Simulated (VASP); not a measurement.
Write the native input for VASP 6.6.1 that does the following.

```yaml
Task: single point
Functional: LDA
Potentials_or_basis: VASP PAW LDA potentials, release 64 (Mo_sv, Pt)
Cutoff: 520 eV
k_mesh: 4 × 4 × 4
Occupations: methfessel-paxton, width 0.01 eV
Spin: no spin polarisation
Dipole_correction: no
Further_INCAR_settings: ALGO = Normal; EDIFF = 1e-06; NBANDS = 34
```

The structure of Mo3Pt lies in POSCAR:

```
Mo3Pt
1.0
    3.9739800000      0.0000000000      0.0000000000
    0.0000000000      3.9739800000      0.0000000000
    0.0000000000      0.0000000000      3.9739800000
Mo Pt
3 1
Direct
    0.0000000000      0.5000000000      0.5000000000
    0.5000000000      0.0000000000      0.5000000000
    0.5000000000      0.5000000000      0.0000000000
    0.0000000000      0.0000000000      0.0000000000
```

These files were run (other wordings do the same):

INCAR

```
PREC = Accurate
ENCUT = 520
EDIFF = 1E-6
ISMEAR = 1
SIGMA = 0.01
LREAL = False
LASPH = True
NELM = 100
ALGO = Normal
ISIF = 2
LWAVE = False
LCHARG = False
GGA = CA
NBANDS = 34
```

KPOINTS

```
Automatic mesh
0
Gamma
  4 4 4
```

Potentials or basis: VASP PAW LDA potentials, release 64 (Mo_sv, Pt).

Launch:

```sh
$ cat potpaw_LDA.64/Mo_sv/POTCAR potpaw_LDA.64/Pt/POTCAR > POTCAR
$ mpirun -np 1 vasp_std > vasp.out
```

Results of the run:

```yaml
Pressure: -13.6 GPa
Band_gap_on_the_k_mesh: zero (band 26 reaches 14.45 eV, above the bottom of band 27 at 10.88 eV)
```

Caveat: the k points lie up to 0.40 Å⁻¹ apart; spin-orbit coupling is left out, which moves the levels of the heavy elements.

Run time: 38 s on 1 thread of AMD EPYC 7R13 (shared host), peak memory 0.12 GiB.
